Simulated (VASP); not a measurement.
Input of a VASP 6.6.1 run:

File INCAR:

```
ALGO = Normal ; EDIFF = 1E-7
ENCUT = 520 ; GGA = CA
ISIF = 2 ; ISMEAR = -1
ISPIN = 2 ; LASPH = True
LCHARG = False ; LMAXMIX = 4
LORBIT = 11 ; LREAL = False
LWAVE = False ; MAGMOM = 0.5 -0.5
NBANDS = 21 ; NELM = 150
PREC = Accurate ; SIGMA = 0.05
```

KPOINTS

```
k-points
0
Gamma
  19 19 14
```

Contents of POSCAR:

```
Pd
1.0
    2.7206707925      0.0000000000      0.0000000000
    0.0000000000      2.7206707925      0.0000000000
    0.0000000000      0.0000000000      3.8248119517
Pd
2
Direct
    1.0000000000      0.0000000000      0.0000000000
    0.5000000000      0.5000000000      0.5000000000
```

Potentials or basis: VASP PAW LDA potentials, release 64 (Pd).

Run with:

```bash
$ cat potpaw_LDA.64/Pd/POTCAR > POTCAR
$ mpirun -np 1 vasp_std > vasp.out
```

Problem. What does it give for the net moment?

Solution. 0.00 μB per cell.

Problem. What does it give for the pressure?

Solution. 0.2 GPa.

Problem. What does it give for the band gap on the k mesh?

Solution. Zero (filled and empty bands overlap).

Stress tensor (GPa, compression positive):
```
0.09 0.00 0.00
0.00 0.09 0.00
0.00 0.00 0.52
```
